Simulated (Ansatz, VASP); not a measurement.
Two plane-wave programs on Os

```xyz
1
Lattice="0.0122 1.9450 1.9450 1.9450 0.0122 1.9450 1.9572 1.9572 0.0000" Properties=species:S:1:pos:R:3 pbc="T T T"
Os    0.0000    0.0000    0.0000
```

Change from the starting cell: strain +0.0125 x Voigt [0, 0, 0, 0, 0, 1], atoms carried along.

Alike in both runs: task single point; functional r2SCAN; k mesh 20 × 20 × 20; occupations gaussian, width 0.15 eV; no spin polarisation.

```csv
,VASP,Ansatz
version,VASP 6.6.1,Ansatz 0.2.0
potentials or method,"VASP PAW PBE potentials, release 64 (Os), cutoff 520 eV","scalar-relativistic, plane waves, PAW"
valence electrons in the cell,8,16
```

```tsv
	VASP	Ansatz	Ansatz less VASP
gap on the k mesh at the Fermi level (eV)	none	none	-
pressure (GPa)	-16.3	-16.8	-0.57
traceless stress, the component that is largest in VASP (GPa)	-3.48	-3.50	-0.019
```

VASP's potentials were made for PBE, not for r2SCAN. A gap of «none» marks a metal or a gap that the smearing closes. VASP's potentials hold 8 valence electrons a cell and Ansatz's 16, so a difference there can come from the potentials and not from the codes.

Spin-orbit coupling is off throughout.
